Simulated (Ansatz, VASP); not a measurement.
**One calculation of TiO2, two programs**

INCAR

```
SYSTEM = TiO2
PREC = Accurate
ENCUT = 520
EDIFF = 1E-6
ISMEAR = 0
SIGMA = 0.05
LREAL = .False.
LASPH = .True.
NELM = 60
ALGO = Normal
ISIF = 2
LWAVE = .False.
LCHARG = .False.
GGA = PE
NBANDS = 33
```

Contents of KPOINTS:

```
Automatic mesh
0
Gamma
  8 8 10
  0 0 0
```

Contents of POSCAR:

```
TiO2
1.0
    4.7499832134      0.0000000000      0.0000000000
    0.0000000000      4.7499832134      0.0000000000
    0.0000000000      0.0000000000      3.2855633887
Ti O
2 4
Direct
    0.0000000000      0.0000000000      0.0000000000
    0.5000000000      0.5000000000      0.5000000000
    0.3050970583      0.3050970583      0.0000000000
    0.1949029417      0.8050970583      0.5000000000
    0.6949029417      0.6949029417      0.0000000000
    0.8050970583      0.1949029417      0.5000000000
```

Input for Ansatz:

```yaml
crystal:
  lattice:
    - [4.7499832134, 0.0, 0.0]
    - [0.0, 4.7499832134, 0.0]
    - [0.0, 0.0, 3.2855633887]
  atoms:
    - { symbol: Ti, position: [0.0, 0.0, 0.0] }
    - { symbol: Ti, position: [0.5, 0.5, 0.5] }
    - { symbol: O, position: [0.3050970583, 0.3050970583, 0.0] }
    - { symbol: O, position: [0.1949029417, 0.8050970583, 0.5] }
    - { symbol: O, position: [0.6949029417, 0.6949029417, 0.0] }
    - { symbol: O, position: [0.8050970583, 0.1949029417, 0.5] }
basis:
  ecutwfc: 520.0
kpoints:
  mp_grid: { grid: [8, 8, 10] }
hamiltonian:
  xc: pbe
  pseudopotentials: { kind: paw, azcp: { folder: soft_1 } }
scf:
  occupations: { method: gaussian, width: 0.05 }
output:
  forces: true
  stress: true
  eigenvalues: true
```

Alike in both runs: task single point; functional PBE; k mesh 8 × 8 × 10; occupations gaussian, width 0.05 eV; no spin polarisation.

|  | VASP | Ansatz |
| --- | --- | --- |
| version | VASP 6.6.1 | Ansatz 0.2.0 |
| potentials or method | VASP PAW PBE potentials, release 64 (Ti_sv, O), cutoff 520 eV | scalar-relativistic, plane waves, PAW |
| valence electrons in the cell | 48 | 48 |

|  | VASP | Ansatz | Ansatz less VASP |
| --- | --- | --- | --- |
| gap on the k mesh at the Fermi level (eV) | 1.39 | 1.42 | +0.024 |
| least direct gap on the mesh (eV) | 1.39 | 1.42 | +0.024 |
| pressure (GPa) | -25.4 | -25.9 | -0.44 |
| traceless stress, the component that is largest in VASP (GPa) | -12.31 | -12.40 | -0.087 |
| rms of the force components (eV/Å) | 0.075 | 0.074 | -0.0006 |

Atom by atom the forces differ by 0.001 eV/Å (rms over components).
